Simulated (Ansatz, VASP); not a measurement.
## LiF: VASP beside Ansatz

File POSCAR:

```
LiF
1.0
    0.0000000000      2.1446105472      2.1446105472
    2.1446105472      0.0000000000      2.1446105472
    2.1446105472      2.1446105472      0.0000000000
Li F
1 1
Direct
    0.0000000000      0.0000000000      0.0000000000
    0.2500000000      0.2500000000      0.2500000000
```

INCAR.step1

```
ALGO = Normal
EDIFF = 1E-4
ENCUT = 520
GGA = PE
ISMEAR = 0
LASPH = T
LCHARG = F
LREAL = F
LWAVE = T
NBANDS = 12
NELM = 80
PREC = Accurate
SIGMA = 0.01
```

File INCAR.step2:

```
ALGO = Normal
EDIFF = 1E-7
ENCUT = 520
ISIF = 2
ISMEAR = 0
ISTART = 1
LASPH = T
LCHARG = F
LMIXTAU = T
LREAL = F
LWAVE = F
METAGGA = R2SCAN
NBANDS = 12
NELM = 80
PREC = Accurate
SIGMA = 0.01
```

Contents of KPOINTS:

```
k-points
0
Gamma
  10 10 10
```

Input for Ansatz:

```yaml
crystal:
  lattice:
    - [0.0, 2.1446105472, 2.1446105472]
    - [2.1446105472, 0.0, 2.1446105472]
    - [2.1446105472, 2.1446105472, 0.0]
  atoms:
    - { symbol: Li, position: [0.0, 0.0, 0.0] }
    - { symbol: F, position: [0.25, 0.25, 0.25] }
kpoints:
  mp_grid: { grid: [10, 10, 10] }
  band_path:
    path:
      - [0.0, 0.0, 0.0]
      - [-0.5, -0.5, 0.0]
      - [-0.375, -0.375, 0.25]
      - [-0.375, 0.0, 0.375]
      - [0.0, 0.0, 0.5]
      - [-0.5, -0.25, 0.25]
    npoints: 1
hamiltonian:
  xc: r2scan
scf:
  occupations: { method: fixed }
  n_extra_bands: 4
output:
  forces: true
  stress: true
  eigenvalues: true
```

Alike in both runs: task single point; functional r2SCAN; k mesh 10 × 10 × 10; no spin polarisation.

|  | VASP | Ansatz |
| --- | --- | --- |
| version | VASP 6.6.1 | Ansatz 0.2.0 |
| potentials or method | VASP PAW PBE potentials, release 64 (Li_sv, F) | plane waves, PAW |
| plane-wave cutoff (eV) | 520 | 500 |
| occupations | gaussian, width 0.01 eV | fixed |
| valence electrons in the cell | 10 | 10 |

Ansatz gave:

```
gap on the k mesh at the Fermi level (eV) : 8.66
```

**Question.** What did VASP give for the same quantities?

**Answer.** gap on the k mesh at the Fermi level (eV): 8.76.

VASP's potentials were made for PBE, not for r2SCAN.

Noted on VASP's run: the cutoff is short for stress, so the pressure is rough.
